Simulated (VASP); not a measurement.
# MgO (Cm) in VASP: further runs, part 2 of 2

VASP 6.6.1.

## Step 3: Single point, PBE (atoms displaced along a vibrational mode)

The input, INCAR:

```
SYSTEM = MgO
PREC     = Accurate       ! precision mode
ENCUT    = 520            ! plane-wave cutoff, eV
EDIFF    = 1E-7           ! SCF threshold, eV
ISMEAR   = 0              ! smearing method
SIGMA    = 0.05           ! smearing width, eV
LREAL    = .FALSE.        ! projectors in reciprocal space
LASPH    = .TRUE.         ! aspherical terms in the spheres
NELM     = 60             ! most SCF steps
ALGO     = Normal         ! electronic algorithm
ISIF     = 2              ! what is computed and relaxed
LWAVE    = .FALSE.        ! write WAVECAR
LCHARG   = .FALSE.        ! write CHGCAR
GGA      = PE             ! functional
NBANDS   = 16             ! bands
```

The input, KPOINTS:

```
regular mesh
0
G
  9 9 6
  0 0 0
```

The input, POSCAR:

```
MgO
1.0
    3.3152854007      0.0000000000      0.0000000000
   -1.6576427004      2.8711213778      0.0000000000
    0.0000000000      0.0000000000      5.1215474231
Mg O
2 2
Direct
    0.3422748310      0.6845496620      0.0063188067
    0.6756081643      0.3512163287      0.5063188067
    0.3197497906      0.6394995812      0.3982811933
    0.6530831239      0.3061662478      0.8982811933
```

Potentials or basis: VASP PAW PBE potentials, release 64 (Mg, O).

Run with:

```sh
cat potpaw_PBE.64/Mg/POTCAR potpaw_PBE.64/O/POTCAR > POTCAR
mpirun -np 1 vasp_std > vasp.out
```

OUTCAR:

```text
SYSTEM = MgO
   PREC = Accurate
   ENCUT = 520
   EDIFF = 1E-7
   ISMEAR = 0
   LREAL = .FALSE.
   LASPH = .TRUE.
   NELM = 60
   ISIF = 2
   GGA = PE

 ion  position               nearest neighbor table
   1  0.342  0.685  0.006-   4 1.87   3 2.01   4 2.06   4 2.06   2 3.20   2 3.20   2 3.20   2 3.20
                             2 3.20   2 3.20
   2  0.676  0.351  0.506-   3 1.93   3 1.93   4 2.01   3 2.12   1 3.20   1 3.20   1 3.20   1 3.20
                             1 3.20   1 3.20
   3  0.320  0.639  0.398-   2 1.93   2 1.93   1 2.01   2 2.12
   4  0.653  0.306  0.898-   1 1.87   2 2.01   1 2.06   1 2.06

  LATTYP: Found a hexagonal cell.
 ALAT       =     3.3152854007
 C/A-ratio  =     1.5448285152

  Lattice vectors:

 A1 = (   3.3152854007,   0.0000000000,   0.0000000000)
 A2 = (  -1.6576427004,   2.8711213778,   0.0000000000)
 A3 = (   0.0000000000,   0.0000000000,   5.1215474231)

Analysis of symmetry for initial positions (statically):
=====================================================================
 Subroutine PRICEL returns:
 Original cell was already a primitive cell.

[... 178 lines left out ...]
 fundamental gap:      3.3551596372
 Fermi energy:         1.1585851938

 k-point     1 :       0.0000    0.0000    0.0000
  band No.  band energies     occupation
      1     -15.1959      2.00000
      2     -14.4766      2.00000
      3      -2.2502      2.00000
      4       0.2413      2.00000
      5       0.2538      2.00000
      6       0.5928      2.00000
[... 433 lines left out ...]
      3      -1.7786      2.00000
      4      -1.0506      2.00000
      5      -0.7058      2.00000
      6      -0.5628      2.00000
[... 8 lines left out ...]
     15      14.3003      0.00000
     16      16.7240      0.00000

 [... further k-points ...]

------------------------ aborting loop because EDIFF is reached ----------------------------------------

  FORCE on cell =-STRESS in cart. coord.  units (eV):
  Direction    XX          YY          ZZ          XY          YZ          ZX
  --------------------------------------------------------------------------------------
  -------------------------------------------------------------------------------------
  Total        0.2157052      0.6762334     -0.0668106     -0.0000000     -0.9843238      0.0000000
  in kB        7.0892037     22.2245786     -2.1957458     -0.0000000    -32.3500470      0.0000000
  external PRESSURE =       9.0393455 kB  Pullay stress =       0.0000000 kB

 VOLUME and BASIS-vectors are now :
 -----------------------------------------------------------------------------
  energy-cutoff  :      520.00
  volume of cell :       48.75
      direct lattice vectors                 reciprocal lattice vectors
     3.315285401  0.000000000  0.000000000     0.301633156  0.174147984  0.000000000
    -1.657642700  2.871121378  0.000000000     0.000000000  0.348295968  0.000000000
     0.000000000  0.000000000  5.121547423     0.000000000  0.000000000  0.195253488

 POSITION                                       TOTAL-FORCE (eV/Angst)
 -----------------------------------------------------------------------------------
     -0.00000      1.96543      0.03236         0.000000     -1.482919      0.184982
      1.65764      1.00838      2.59314         0.000000     -0.933118      0.142779
     -0.00000      1.83608      2.03982        -0.000000      0.934859     -0.141522
      1.65764      0.87904      4.60059        -0.000000      1.481178     -0.186239
 -----------------------------------------------------------------------------------
    total drift:                               -0.000000      0.000144     -0.001187

  FREE ENERGIE OF THE ION-ELECTRON SYSTEM (eV)
  ---------------------------------------------------
  free  energy   TOTEN  =       -23.3818046458 eV

  energy  without entropy=      -23.3818046458  energy(sigma->0) =      -23.38180465
```

OSZICAR:

```text
N       E                     dE             d eps       ncg     rms          rms(c)
DAV:   1     0.609879568912E+02    0.60988E+02   -0.75086E+03  4480   0.882E+02
DAV:   2    -0.235365301565E+02   -0.84524E+02   -0.77677E+02  6088   0.194E+02
DAV:   3    -0.276941896749E+02   -0.41577E+01   -0.41485E+01  5296   0.450E+01
DAV:   4    -0.277117303249E+02   -0.17541E-01   -0.17540E-01  5440   0.344E+00
DAV:   5    -0.277118187844E+02   -0.88460E-04   -0.88459E-04  5312   0.234E-01    0.118E+01
DAV:   6    -0.234467628574E+02    0.42651E+01   -0.12655E+01  4496   0.264E+01    0.399E+00
DAV:   7    -0.233894261513E+02    0.57337E-01   -0.18521E-01  4576   0.344E+00    0.222E+00
DAV:   8    -0.233834484089E+02    0.59777E-02   -0.10314E-01  4712   0.347E+00    0.510E-01
DAV:   9    -0.233808596839E+02    0.25887E-02   -0.42737E-03  5640   0.594E-01    0.146E-01
DAV:  10    -0.233817759964E+02   -0.91631E-03   -0.12416E-03  4544   0.232E-01    0.269E-02
DAV:  11    -0.233817985382E+02   -0.22542E-04   -0.22430E-05  5272   0.382E-02    0.126E-02
DAV:  12    -0.233818043720E+02   -0.58338E-05   -0.65564E-06  4576   0.201E-02    0.662E-03
DAV:  13    -0.233818047683E+02   -0.39635E-06   -0.14162E-06  4608   0.984E-03    0.288E-03
DAV:  14    -0.233818046390E+02    0.12935E-06   -0.19276E-07  4720   0.372E-03    0.443E-04
DAV:  15    -0.233818046458E+02   -0.68746E-08   -0.28454E-08  2472   0.120E-03
   1 F= -.23381805E+02 E0= -.23381805E+02  d E =-.112035E-15
```

stdout:

```text
POSCAR found type information on POSCAR MgO
 POSCAR found :  2 types and       4 ions
 scaLAPACK will be used
 LDA part: xc-table for (Slater+PW92), standard interpolation
 POSCAR, INCAR and KPOINTS ok, starting setup
 FFT: planning ... GRIDC
 FFT: planning ... GRID_SOFT
 FFT: planning ... GRID
 WAVECAR not read
 entering main loop
```

Run time: 46 s. Hardware: 1 thread of Intel Xeon 6975P-C (Granite Rapids), shared host; peak memory 0.24 GiB.

What came out:

```
Free energy            : -23.3818 eV
Pressure               : 0.9 GPa
Largest force          : 1.494 eV/Å
Band gap on the k mesh : 3.36 eV
```

Forces in eV/Å, atoms in the order of the input:
```
Mg   0.000 -1.483  0.185
Mg   0.000 -0.933  0.143
O    0.000  0.935 -0.142
O    0.000  1.481 -0.186
```

Stress tensor (GPa, compression positive):
```
 0.71  0.00  0.00
 0.00  2.22 -3.24
 0.00 -3.24 -0.22
```

Levels at points of the mesh, in eV from the valence-band top:
| k point | band 4 | band 5 | band 6 | band 7 | band 8 | band 9 | band 10 | band 11 | band 12 | band 13 |
| --- | --- | --- | --- | --- | --- | --- | --- | --- | --- | --- |
| (0.00, 0.00, 0.00) | -0.66 | -0.65 | -0.31 | -0.29 | 0.00 | 3.36 | 8.30 | 9.98 | 14.13 | 14.15 |
| (0.00, 0.00, 0.50) | -1.95 | -0.59 | -0.57 | -0.37 | -0.35 | 5.79 | 5.79 | 12.80 | 12.81 | 14.51 |

Caveat: the cell differs from its parent crystal (atoms displaced along a vibrational mode); an odd mesh through Γ misses points on the zone boundary, where band edges can lie; forces of over 1 eV/Å act on the atoms, so gaps and moduli don't describe the material at rest.

## Step 4: Single point, PBE (atoms displaced along a vibrational mode, the cell strained)

The input, INCAR:

```
SYSTEM = MgO
PREC     = Accurate       ! precision mode
ENCUT    = 520            ! plane-wave cutoff, eV
EDIFF    = 1E-6           ! SCF threshold, eV
ISMEAR   = 0              ! smearing method
SIGMA    = 0.05           ! smearing width, eV
LREAL    = .False.        ! projectors in reciprocal space
LASPH    = .True.         ! aspherical terms in the spheres
NELM     = 100            ! most SCF steps
ALGO     = Normal         ! electronic algorithm
ISIF     = 2              ! what is computed and relaxed
LWAVE    = .False.        ! write WAVECAR
LCHARG   = .False.        ! write CHGCAR
GGA      = PE             ! functional
NBANDS   = 16             ! bands
```

The input, KPOINTS:

```
Automatic mesh
0
Gamma
  9 9 6
  0 0 0
```

The input, POSCAR:

```
MgO
1.0
    3.3428022696      0.0000000000      0.0000000000
   -1.6714011348      2.8949516853      0.0000000000
    0.0000000000      0.0000000000      5.1640562667
Mg O
2 2
Direct
    0.3422748310      0.6845496620      0.0063188067
    0.6756081643      0.3512163287      0.5063188067
    0.3197497906      0.6394995812      0.3982811933
    0.6530831239      0.3061662478      0.8982811933
```

Potentials or basis: VASP PAW PBE potentials, release 64 (Mg, O).

Run with:

```sh
cat potpaw_PBE.64/Mg/POTCAR potpaw_PBE.64/O/POTCAR > POTCAR
mpirun -np 1 vasp_std > vasp.out
```

OUTCAR:

```text
SYSTEM = MgO
   PREC = Accurate
   ENCUT = 520
   EDIFF = 1E-6
   ISMEAR = 0
   LREAL = .False.
   LASPH = .True.
   NELM = 100
   ISIF = 2
   GGA = PE

 ion  position               nearest neighbor table
   1  0.342  0.685  0.006-   4 1.88   3 2.03   4 2.07   4 2.07   2 3.22   2 3.22   2 3.22   2 3.22
                             2 3.22   2 3.22
   2  0.676  0.351  0.506-   3 1.95   3 1.95   4 2.03   3 2.13   1 3.22   1 3.22   1 3.22   1 3.22
                             1 3.22   1 3.22
   3  0.320  0.639  0.398-   2 1.95   2 1.95   1 2.03   2 2.13
   4  0.653  0.306  0.898-   1 1.88   2 2.03   1 2.07   1 2.07

[... 659 lines left out ...]
  -------------------------------------------------------------------------------------
  Total       -0.6928147     -0.2480324     -0.8588310      0.0000000     -0.8633472      0.0000000
  in kB      -22.2118487     -7.9519951    -27.5343820      0.0000000    -27.6791707      0.0000000
  external PRESSURE =     -19.2327419 kB  Pullay stress =       0.0000000 kB

 VOLUME and BASIS-vectors are now :
 -----------------------------------------------------------------------------
  energy-cutoff  :      520.00
  volume of cell :       49.97
      direct lattice vectors                 reciprocal lattice vectors
     3.342802270  0.000000000  0.000000000     0.299150210  0.172714454  0.000000000
    -1.671401135  2.894951685  0.000000000     0.000000000  0.345428908  0.000000000
     0.000000000  0.000000000  5.164056267     0.000000000  0.000000000  0.193646225

 POSITION                                       TOTAL-FORCE (eV/Angst)
 -----------------------------------------------------------------------------------
     -0.00000      1.98174      0.03263        -0.000000     -1.376180      0.188209
      1.67140      1.01675      2.61466        -0.000000     -0.864592      0.148470
      0.00000      1.85132      2.05675         0.000000      0.865780     -0.147289
      1.67140      0.88634      4.63877        -0.000000      1.374992     -0.189391
 -----------------------------------------------------------------------------------
    total drift:                               -0.000001     -0.000418      0.000412

  FREE ENERGIE OF THE ION-ELECTRON SYSTEM (eV)
  ---------------------------------------------------
  free  energy   TOTEN  =       -23.3788481780 eV

  energy  without entropy=      -23.3788481780  energy(sigma->0) =      -23.37884818
```

OSZICAR:

```text
N       E                     dE             d eps       ncg     rms          rms(c)
DAV:   1     0.621887696052E+02    0.62189E+02   -0.74245E+03  4488   0.877E+02
DAV:   2    -0.233117513102E+02   -0.85501E+02   -0.78772E+02  6184   0.193E+02
DAV:   3    -0.276716382656E+02   -0.43599E+01   -0.43496E+01  5064   0.458E+01
DAV:   4    -0.276901443253E+02   -0.18506E-01   -0.18506E-01  5576   0.354E+00
DAV:   5    -0.276902380130E+02   -0.93688E-04   -0.93688E-04  5176   0.241E-01    0.117E+01
DAV:   6    -0.234515753775E+02    0.42387E+01   -0.12820E+01  4480   0.264E+01    0.408E+00
DAV:   7    -0.233870444792E+02    0.64531E-01   -0.20101E-01  4544   0.357E+00    0.223E+00
DAV:   8    -0.233805299648E+02    0.65145E-02   -0.10887E-01  4672   0.354E+00    0.519E-01
DAV:   9    -0.233778525920E+02    0.26774E-02   -0.43280E-03  5720   0.599E-01    0.148E-01
DAV:  10    -0.233788183407E+02   -0.96575E-03   -0.12736E-03  4560   0.233E-01    0.270E-02
DAV:  11    -0.233788414656E+02   -0.23125E-04   -0.23181E-05  5256   0.379E-02    0.135E-02
DAV:  12    -0.233788477235E+02   -0.62579E-05   -0.68914E-06  4560   0.205E-02    0.685E-03
DAV:  13    -0.233788481780E+02   -0.45455E-06   -0.15340E-06  4400   0.102E-02
   1 F= -.23378848E+02 E0= -.23378848E+02  d E =-.243830E-18
```

It took 41 s on 1 thread of Intel Xeon 6975P-C (Granite Rapids), shared host; peak memory 0.24 GiB.

Results:

- Free energy: -23.3788 eV
- Pressure: -1.9 GPa
- Largest force: 1.389 eV/Å
- Band gap on the k mesh: 3.22 eV

Forces in eV/Å, atoms in the order of the input:
```
Mg   0.000 -1.376  0.188
Mg   0.000 -0.865  0.148
O    0.000  0.866 -0.147
O    0.000  1.375 -0.189
```

Levels at points of the mesh, in eV from the valence-band top:
| k point | band 5 | band 6 | band 7 | band 8 | band 9 | band 10 | band 11 | band 12 |
| --- | --- | --- | --- | --- | --- | --- | --- | --- |
| (0.00, 0.00, 0.00) | -0.64 | -0.30 | -0.28 | 0.00 | 3.22 | 8.12 | 9.78 | 13.94 |
| (0.00, 0.00, 0.50) | -0.58 | -0.57 | -0.36 | -0.34 | 5.64 | 5.64 | 12.59 | 12.60 |

Caveat: the cell differs from its parent crystal (atoms displaced along a vibrational mode, the cell strained); an odd mesh through Γ misses points on the zone boundary, where band edges can lie; forces of over 1 eV/Å act on the atoms, so gaps and moduli don't describe the material at rest.

## Step 5: Summary

```csv
cell,gap on the mesh (eV),pressure (GPa),largest force (eV/Å)
"a = 3.288, b = 3.288, c = 5.079 Å, angles 90.0, 90.0, 120.0°, 4 atoms",3.49,4.0,1.61
"a = 3.315, b = 3.315, c = 5.122 Å, angles 90.0, 90.0, 120.0°, 4 atoms",3.36,0.9,1.49
"a = 3.343, b = 3.343, c = 5.164 Å, angles 90.0, 90.0, 120.0°, 4 atoms",3.22,-1.9,1.39
```

Alike in all rows: task single point; level PBE; potentials or basis VASP PAW PBE potentials, release 64 (Mg, O); no spin polarisation; k mesh 9 × 9 × 6; cutoff (eV) 520; smearing gaussian 0.05 eV.

Caveats: an odd mesh through Γ misses points on the zone boundary, where band edges can lie; forces of over 1 eV/Å act on the atoms, so gaps and moduli don't describe the material at rest; the cell stands under pressure (at least some runs).

Total energies depend on the potentials used, so only differences within one code and one set of settings carry meaning.
